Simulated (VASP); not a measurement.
# CsH (Immm) in VASP: further runs

Runs on CsH. Level: LDA. Tasks: single point.

Program: VASP 6.6.1. These are calculated values, not measurements. Logs are shortened: lines on timing, memory, paths and dates and some standing lists are left out, and cuts for length are marked.

### 1 The cell of the first run

Symmetry: Immm, No. 71, orthorhombic system. Conventional cell: a = 4.396 Å, b = 4.621 Å, c = 6.376 Å, α = 90.00°, β = 90.00°, γ = 90.00°. Within 4.2 Å of Cs (site symmetry mmm) lie 6 H at 3.19 Å. H (site symmetry mmm) has 6 Cs at 3.19 Å within 4.2 Å.

### 2 Single point, LDA (strain -0.0500 x Voigt [0, 0, 0, 0, 0, 1])

File INCAR:

```
SYSTEM = CsH
ALGO     = Normal         ! electronic algorithm
EDIFF    = 1E-6           ! SCF threshold, eV
ENCUT    = 520            ! plane-wave cutoff, eV
GGA      = CA             ! functional
ISIF     = 2              ! what is computed and relaxed
ISMEAR   = 0              ! smearing method
LASPH    = .True.         ! aspherical terms in the spheres
LCHARG   = .True.         ! write CHGCAR
LELF     = .True.         ! ELF
LREAL    = .False.        ! projectors in reciprocal space
LVHAR    = .True.       
LWAVE    = .False.        ! write WAVECAR
NBANDS   = 12             ! bands
NELM     = 60             ! most SCF steps
PREC     = Accurate       ! precision mode
SIGMA    = 0.05           ! smearing width, eV
```

File KPOINTS:

```
k-points
0
Gamma
  8 8 8
  0 0 0
```

File POSCAR:

```
CsH
1.0
   -0.0797000000      3.1880000000      3.1880000000
    3.1880000000     -0.0797000000      3.1880000000
    3.1083000000      3.1083000000      0.0000000000
Cs H
1 1
Direct
    0.0000000000      0.0000000000      0.0000000000
    0.5000000000      0.5000000000      0.5000000000
```

Potentials or basis: VASP PAW LDA potentials, release 64 (Cs_sv, H).

Command:

```
cat potpaw_LDA.64/Cs_sv/POTCAR potpaw_LDA.64/H/POTCAR > POTCAR
mpirun -np 1 vasp_std > vasp.out
```

OUTCAR:

```text
SYSTEM = CsH
   EDIFF = 1E-6
   ENCUT = 520
   GGA = CA
   ISIF = 2
   ISMEAR = 0
   LASPH = .True.
   LREAL = .False.
   NELM = 60
   PREC = Accurate

 ion  position               nearest neighbor table
   1  0.000  0.000  0.000-
   2  0.500  0.500  0.500-

  LATTYP: Found a body centered orthorhombic cell.
 ALAT       =     4.3958000159
 B/A-ratio  =     1.0512820513
 C/A-ratio  =     1.4504754486

  Lattice vectors:

 A1 = (   0.0797000000,  -3.1880000000,  -3.1880000000)
 A2 = (  -0.0797000000,   3.1880000000,  -3.1880000000)
 A3 = (   3.1880000000,  -0.0797000000,   3.1880000000)

Analysis of symmetry for initial positions (statically):
=====================================================================
 Subroutine PRICEL returns:
 Original cell was already a primitive cell.

 Routine SETGRP: Setting up the symmetry group for a
 body centered orthorhombic supercell.

 Subroutine GETGRP returns: Found  8 space group operations
 (whereof  8 operations were pure point group operations)
 out of a pool of  8 trial point group operations.

The static configuration has the point symmetry D_2h.

Analysis of symmetry for dynamics (positions and initial velocities):
=====================================================================
 Subroutine PRICEL returns:
 Original cell was already a primitive cell.

 Routine SETGRP: Setting up the symmetry group for a
 body centered orthorhombic supercell.

 Subroutine GETGRP returns: Found  8 space group operations
 (whereof  8 operations were pure point group operations)
 out of a pool of  8 trial point group operations.

The dynamic configuration has the point symmetry D_2h.

 Subroutine INISYM returns: Found  8 space group operations
 (whereof  8 operations are pure point group operations),
 and found     1 'primitive' translations

----------------------------------------------------------------------------------------

                                     Primitive cell

  volume of cell :      64.7610

  direct lattice vectors                    reciprocal lattice vectors
    -0.079700000  3.188000000  3.188000000    -0.153012822  0.153012822  0.156838143
     3.188000000 -0.079700000  3.188000000     0.153012822 -0.153012822  0.156838143
     3.108300000  3.108300000  0.000000000     0.160859634  0.160859634 -0.156838143

  length of vectors
     4.509217237  4.509217237  4.395800016     0.267252784  0.267252784  0.276314760

  position of ions in fractional coordinates (direct lattice)
     0.000000000  0.000000000  0.000000000
     0.500000000  0.500000000  0.500000000

  ion indices of the primitive-cell ions
   primitive index   ion index
                 1           1
                 2           2

----------------------------------------------------------------------------------------

 KPOINTS: k-points

Automatic generation of k-mesh.
 Grid dimensions read from file:
 generate k-points for:    8    8    8

 Generating k-lattice:

  Cartesian coordinates                     Fractional coordinates (reciprocal lattice)
    -0.019126603  0.019126603  0.019604768     0.125000000 -0.000000000  0.000000000
     0.019126603 -0.019126603  0.019604768    -0.000000000  0.125000000  0.000000000
     0.020107454  0.020107454 -0.019604768    -0.000000000 -0.000000000  0.125000000

  Length of vectors
     0.033406598  0.033406598  0.034539345

  Shift w.r.t. Gamma in fractional coordinates (k-lattice)
     0.000000000  0.000000000  0.000000000

 Subroutine IBZKPT returns following result:
 ===========================================

 Found     95 irreducible k-points:

 Following reciprocal coordinates:
            Coordinates               Weight
  0.000000  0.000000  0.000000      1.000000
  0.125000  0.000000  0.000000      4.000000
  0.250000  0.000000  0.000000      4.000000
  0.375000  0.000000  0.000000      4.000000
  0.500000  0.000000  0.000000      2.000000
  0.125000  0.125000  0.000000      2.000000
[... 16 lines left out ...]
  0.125000  0.000000  0.125000      4.000000
  0.250000  0.000000  0.125000      8.000000
 [... further k-points ...]
   k-points           NKPTS =     95   k-points in BZ     NKDIM =     95   number of bands    NBANDS=     12
   number of dos      NEDOS =    301   number of ions     NIONS =      2
   total plane-waves  NPLWV =  46656
   dimension x,y,z NGX =    36 NGY =   36 NGZ =   36
   dimension x,y,z NGXF=    72 NGYF=   72 NGZF=   72
   ions per type =               1   1
   NGX,Y,Z   is equivalent  to a cutoff of  13.27, 13.27, 13.61 a.u.
   NGXF,Y,Z  is equivalent  to a cutoff of  26.54, 26.54, 27.23 a.u.
 SYSTEM =  CsH
   PREC   = accura    normal or accurate (medium, high low for compatibility)
   ISTART =      0    job   : 0-new  1-cont  2-samecut
   ICHARG =      2    charge: 1-file 2-atom 10-const
   ISPIN  =      1    spin polarized calculation?
   LNONCOLLINEAR =      F non collinear calculations
   LSORBIT =      F    spin-orbit coupling
[... 69 lines left out ...]
      9       5.7545      0.00000
     10       6.8455      0.00000
     11       6.8459      0.00000
     12       8.5370      0.00000

 k-point     2 :       0.1250    0.0000    0.0000
  band No.  band energies     occupation
      1     -21.4087      2.00000
      2      -8.0184      2.00000
      3      -7.8825      2.00000
      4      -7.8589      2.00000
      5      -1.5888      2.00000
      6       4.3512      0.00000
      7       4.9711      0.00000
      8       5.3590      0.00000
      9       5.6161      0.00000
     10       6.5468      0.00000
     11       6.5975      0.00000
     12       9.2034      0.00000

 k-point     3 :       0.2500    0.0000    0.0000
  band No.  band energies     occupation
      1     -21.3830      2.00000
      2      -8.3316      2.00000
      3      -7.9080      2.00000
      4      -7.8933      2.00000
      5      -0.9894      2.00000
      6       3.3175      0.00000
      7       4.9200      0.00000
      8       5.2728      0.00000
      9       5.7560      0.00000
     10       6.5922      0.00000
     11       6.7535      0.00000
     12      10.6298      0.00000

 k-point     4 :       0.3750    0.0000    0.0000
  band No.  band energies     occupation
      1     -21.3569      2.00000
      2      -8.6118      2.00000
      3      -7.9330      2.00000
      4      -7.9271      2.00000
      5      -0.3254      2.00000
      6       2.3867      0.00000
      7       4.6215      0.00000
      8       4.9556      0.00000
      9       6.4111      0.00000
     10       7.3726      0.00000
     11       7.6477      0.00000
     12      10.5412      0.00000

 k-point     5 :       0.5000    0.0000    0.0000
  band No.  band energies     occupation
      1     -21.3460      2.00000
      2      -8.7202      2.00000
      3      -7.9432      2.00000
      4      -7.9409      2.00000
      5       0.0197      2.00000
      6       1.9562      0.00000
      7       4.4882      0.00000
      8       4.8221      0.00000
      9       7.0369      0.00000
     10       7.9712      0.00000
     11       8.3335      0.00000
     12       9.4956      0.00000
[... 228 lines left out ...]
      1     -21.3141      2.00000
      2      -8.6118      2.00000
      3      -8.1858      2.00000
      4      -8.1049      2.00000
      5      -1.1889      2.00000
      6       2.8862      0.00000
      7       5.3451      0.00000
      8       7.8791      0.00000
      9       7.9006      0.00000
     10       8.3171      0.00000
     11       8.3717      0.00000
     12       8.7671      0.00000

 k-point    22 :      -0.0000   -0.0000    0.1250
  band No.  band energies     occupation
      1     -21.4065      2.00000
      2      -8.0067      2.00000
      3      -7.8948      2.00000
      4      -7.8784      2.00000
      5      -1.5789      2.00000
      6       4.6410      0.00000
      7       4.9190      0.00000
      8       5.1629      0.00000
      9       5.5449      0.00000
     10       6.4338      0.00000
     11       6.4791      0.00000
     12       9.2663      0.00000

 k-point    23 :       0.1250    0.0000    0.1250
  band No.  band energies     occupation
      1     -21.4036      2.00000
      2      -8.0100      2.00000
      3      -7.9096      2.00000
      4      -7.9068      2.00000
      5      -1.5218      2.00000
      6       4.4537      0.00000
      7       4.9058      0.00000
      8       5.2650      0.00000
      9       5.2902      0.00000
     10       6.4889      0.00000
     11       6.9972      0.00000
     12       9.4584      0.00000

 k-point    24 :       0.2500    0.0000    0.1250
  band No.  band energies     occupation
      1     -21.3834      2.00000
      2      -8.2342      2.00000
      3      -7.9475      2.00000
      4      -7.9385      2.00000
      5      -1.1083      2.00000
      6       3.7417      0.00000
      7       4.3792      0.00000
      8       5.3259      0.00000
      9       5.9905      0.00000
     10       6.5095      0.00000
     11       7.1869      0.00000
     12      10.3794      0.00000

 [... further k-points ...]

------------------------ aborting loop because EDIFF is reached ----------------------------------------

  FORCE on cell =-STRESS in cart. coord.  units (eV):
  Direction    XX          YY          ZZ          XY          YZ          ZX
  --------------------------------------------------------------------------------------
  -------------------------------------------------------------------------------------
  Total       -0.5001247     -0.5001247     -0.5053386      0.1107926     -0.0000000     -0.0000000
  in kB      -12.3730127    -12.3730127    -12.5020054      2.7409933     -0.0000000     -0.0000000
  external PRESSURE =     -12.4160103 kB  Pullay stress =       0.0000000 kB

 VOLUME and BASIS-vectors are now :
 -----------------------------------------------------------------------------
  energy-cutoff  :      520.00
  volume of cell :       64.76
      direct lattice vectors                 reciprocal lattice vectors
    -0.079700000  3.188000000  3.188000000    -0.153012822  0.153012822  0.156838143
     3.188000000 -0.079700000  3.188000000     0.153012822 -0.153012822  0.156838143
     3.108300000  3.108300000  0.000000000     0.160859634  0.160859634 -0.156838143

 POSITION                                       TOTAL-FORCE (eV/Angst)
 -----------------------------------------------------------------------------------
      0.00000      0.00000      0.00000         0.000000     -0.000000      0.000000
      3.10830      3.10830      3.18800        -0.000000      0.000000     -0.000000
 -----------------------------------------------------------------------------------
    total drift:                               -0.000000      0.000000      0.000000

  FREE ENERGIE OF THE ION-ELECTRON SYSTEM (eV)
  ---------------------------------------------------
  free  energy   TOTEN  =        -4.8893162277 eV

  energy  without entropy=       -4.8893162277  energy(sigma->0) =       -4.88931623
```

It took 81 s on 1 thread of Intel Xeon 8259CL, shared host; peak memory 0.22 GiB.

What came out:

- Free energy: -4.8893 eV
- Pressure: -1.2 GPa
- Band gap on the k mesh: 1.91 eV (least direct gap 1.94 eV)

Caveat: the cell differs from its parent crystal (strain -0.0500 x Voigt [0, 0, 0, 0, 0, 1]); spin-orbit coupling is left out, which moves the levels of the heavy elements.

### 3 Single point, LDA (strain +0.0250 x Voigt [0, 0, 0, 0, 0, 1])

File INCAR:

```
ALGO     = Normal         # electronic algorithm
EDIFF    = 1E-6           # SCF threshold, eV
ENCUT    = 520            # plane-wave cutoff, eV
GGA      = CA             # functional
ISIF     = 2              # what is computed and relaxed
ISMEAR   = 0              # smearing method
LASPH    = T              # aspherical terms in the spheres
LCHARG   = T              # write CHGCAR
LELF     = T              # ELF
LREAL    = F              # projectors in reciprocal space
LVHAR    = T            
LWAVE    = F              # write WAVECAR
NBANDS   = 12             # bands
NELM     = 60             # most SCF steps
PREC     = Accurate       # precision mode
SIGMA    = 0.05           # smearing width, eV
```

File KPOINTS:

```
k-points
0
Gamma
  8 8 8
```

File POSCAR:

```
CsH
1.0
    0.0398500000      3.1880000000      3.1880000000
    3.1880000000      0.0398500000      3.1880000000
    3.2278500000      3.2278500000      0.0000000000
Cs H
1 1
Direct
    0.0000000000      0.0000000000      0.0000000000
    0.5000000000      0.5000000000      0.5000000000
```

Potentials or basis: VASP PAW LDA potentials, release 64 (Cs_sv, H).

Command:

```
cat potpaw_LDA.64/Cs_sv/POTCAR potpaw_LDA.64/H/POTCAR > POTCAR
mpirun -np 1 vasp_std > vasp.out
```

Wall time 82 s (1 thread of Intel Xeon 8259CL, shared host); peak memory 0.22 GiB.

Results (log left out):

| Quantity | Value |
| --- | --- |
| Free energy | -4.8912 eV |
| Pressure | -1.2 GPa |
| Band gap on the k mesh | 1.92 eV (least direct gap 1.94 eV) |

Stress tensor (GPa, compression positive):
```
-1.24 -0.14  0.00
-0.14 -1.24  0.00
 0.00  0.00 -1.24
```

Levels at points of the mesh, in eV from the valence-band top:
| k point | band 2 | band 3 | band 4 | band 5 | band 6 | band 7 | band 8 | band 9 |
| --- | --- | --- | --- | --- | --- | --- | --- | --- |
| (0.00, 0.00, 0.00) | -7.91 | -7.91 | -7.90 | -1.88 | 4.86 | 4.95 | 5.09 | 5.67 |
| (0.50, 0.00, 0.00) | -8.79 | -8.01 | -8.01 | 0.00 | 1.94 | 4.43 | 4.58 | 6.98 |
| (0.50, 0.50, 0.00) | -8.65 | -8.21 | -8.17 | -1.23 | 2.85 | 5.30 | 7.85 | 7.95 |
| (0.00, 0.00, 0.50) | -8.77 | -7.99 | -7.99 | -0.02 | 1.92 | 4.49 | 4.66 | 6.98 |
| (0.50, 0.00, 0.50) | -8.65 | -8.19 | -8.19 | -1.23 | 2.85 | 5.30 | 7.83 | 8.07 |

Caveat: the cell differs from its parent crystal (strain +0.0250 x Voigt [0, 0, 0, 0, 0, 1]); spin-orbit coupling is left out, which moves the levels of the heavy elements. A k mesh can miss the band edges.

### 4 Single point, LDA (strain +0.0375 x Voigt [0, 0, 0, 0, 0, 1])

File INCAR:

```
SYSTEM = CsH
ALGO = Normal ; EDIFF = 1E-6
ENCUT = 520 ; ISIF = 2
ISMEAR = 0 ; LASPH = .TRUE.
LCHARG = .FALSE. ; LREAL = .FALSE.
LWAVE = .FALSE. ; NBANDS = 12
NELM = 80 ; PREC = Accurate
SIGMA = 0.05
```

File KPOINTS:

```
k-points
0
G
  8 8 8
  0 0 0
```

File POSCAR:

```
CsH
1.0
    0.0597750000      3.1880000000      3.1880000000
    3.1880000000      0.0597750000      3.1880000000
    3.2477750000      3.2477750000      0.0000000000
Cs H
1 1
Direct
    0.0000000000      0.0000000000      0.0000000000
    0.5000000000      0.5000000000      0.5000000000
```

Command:

```
cat potpaw_LDA.64/Cs_sv/POTCAR potpaw_LDA.64/H/POTCAR > POTCAR
mpirun -np 1 vasp_std > vasp.out
```

Run time: 99 s. Hardware: 1 thread of Intel Xeon 8259CL, shared host; peak memory 0.22 GiB.

It converged, with:

| Quantity | Value |
| --- | --- |
| Free energy | -4.8904 eV |
| Pressure | -1.2 GPa |
| Band gap on the k mesh | 1.91 eV (least direct gap 1.94 eV) |

Stress tensor (GPa, compression positive):
```
-1.24 -0.21  0.00
-0.21 -1.24  0.00
 0.00  0.00 -1.24
```

Levels at points of the mesh, in eV from the valence-band top:
| k point | band 2 | band 3 | band 4 | band 5 | band 6 | band 7 | band 8 | band 9 |
| --- | --- | --- | --- | --- | --- | --- | --- | --- |
| (0.00, 0.00, 0.00) | -7.92 | -7.91 | -7.90 | -1.88 | 4.80 | 4.93 | 5.15 | 5.68 |
| (0.50, 0.00, 0.00) | -8.80 | -8.02 | -8.02 | 0.00 | 1.94 | 4.37 | 4.60 | 6.98 |
| (0.50, 0.50, 0.00) | -8.66 | -8.22 | -8.16 | -1.24 | 2.84 | 5.30 | 7.85 | 7.89 |
| (0.00, 0.00, 0.50) | -8.77 | -7.99 | -7.99 | -0.02 | 1.91 | 4.47 | 4.71 | 6.98 |
| (0.50, 0.00, 0.50) | -8.66 | -8.19 | -8.19 | -1.23 | 2.84 | 5.30 | 7.81 | 8.07 |

Caveat: the cell differs from its parent crystal (strain +0.0375 x Voigt [0, 0, 0, 0, 0, 1]); spin-orbit coupling is left out, which moves the levels of the heavy elements. A k mesh can miss the band edges.

### 5 Single point, LDA (strain +0.0125 x Voigt [0, 0, 0, 0, 0, 1])

File INCAR:

```
ALGO     = Normal         # electronic algorithm
EDIFF    = 1E-7           # SCF threshold, eV
ENCUT    = 520            # plane-wave cutoff, eV
GGA      = CA             # functional
ISIF     = 2              # what is computed and relaxed
ISMEAR   = 0              # smearing method
LASPH    = T              # aspherical terms in the spheres
LCHARG   = T              # write CHGCAR
LELF     = T              # ELF
LREAL    = F              # projectors in reciprocal space
LVHAR    = T            
LWAVE    = F              # write WAVECAR
NBANDS   = 12             # bands
NELM     = 100            # most SCF steps
PREC     = Accurate       # precision mode
SIGMA    = 0.05           # smearing width, eV
```

File KPOINTS:

```
k-points
0
Gamma
  8 8 8
```

File POSCAR:

```
CsH
1.0
    0.0199250000      3.1880000000      3.1880000000
    3.1880000000      0.0199250000      3.1880000000
    3.2079250000      3.2079250000      0.0000000000
Cs H
1 1
Direct
    0.0000000000      0.0000000000      0.0000000000
    0.5000000000      0.5000000000      0.5000000000
```

Command:

```
cat potpaw_LDA.64/Cs_sv/POTCAR potpaw_LDA.64/H/POTCAR > POTCAR
mpirun -np 1 vasp_std > vasp.out
```

Wall time 1.8 min (1 thread of Intel Xeon 8259CL, shared host); peak memory 0.22 GiB.

Results (log left out):

| Quantity | Value |
| --- | --- |
| Free energy | -4.8916 eV |
| Pressure | -1.2 GPa |
| Band gap on the k mesh | 1.93 eV (least direct gap 1.94 eV) |

Stress tensor (GPa, compression positive):
```
-1.24 -0.07  0.00
-0.07 -1.24  0.00
 0.00  0.00 -1.24
```

Levels at points of the mesh, in eV from the valence-band top:
| k point | band 3 | band 4 | band 5 | band 6 | band 7 | band 8 |
| --- | --- | --- | --- | --- | --- | --- |
| (0.00, 0.00, 0.00) | -7.90 | -7.90 | -1.88 | 4.92 | 4.97 | 5.04 |
| (0.50, 0.00, 0.00) | -8.00 | -8.00 | 0.00 | 1.94 | 4.49 | 4.57 |
| (0.50, 0.50, 0.00) | -8.19 | -8.17 | -1.23 | 2.85 | 5.31 | 7.85 |
| (0.00, 0.00, 0.50) | -7.99 | -7.99 | -0.01 | 1.93 | 4.52 | 4.60 |
| (0.50, 0.00, 0.50) | -8.18 | -8.18 | -1.23 | 2.85 | 5.31 | 7.85 |

Caveat: the cell differs from its parent crystal (strain +0.0125 x Voigt [0, 0, 0, 0, 0, 1]); spin-orbit coupling is left out, which moves the levels of the heavy elements.

### 6 The runs side by side

| cell | gap on the mesh (eV) | pressure (GPa) |
| --- | --- | --- |
| a = 4.509, b = 4.509, c = 4.396 Å, angles 60.8, 60.8, 61.7°, 2 atoms | 1.91 | -1.2 |
| a = 4.509, b = 4.509, c = 4.565 Å, angles 59.6, 59.6, 59.2°, 2 atoms | 1.92 | -1.2 |
| a = 4.509, b = 4.509, c = 4.593 Å, angles 59.4, 59.4, 58.8°, 2 atoms | 1.91 | -1.2 |
| a = 4.509, b = 4.509, c = 4.537 Å, angles 59.8, 59.8, 59.6°, 2 atoms | 1.93 | -1.2 |

Alike in all rows: task single point; level LDA; potentials or basis VASP PAW LDA potentials, release 64 (Cs_sv, H); no spin polarisation; k mesh 8 × 8 × 8; cutoff (eV) 520; smearing gaussian 0.05 eV.

Caveats: spin-orbit coupling is left out, which moves the levels of the heavy elements.

Absolute energies hang on the potentials; compare differences alone.
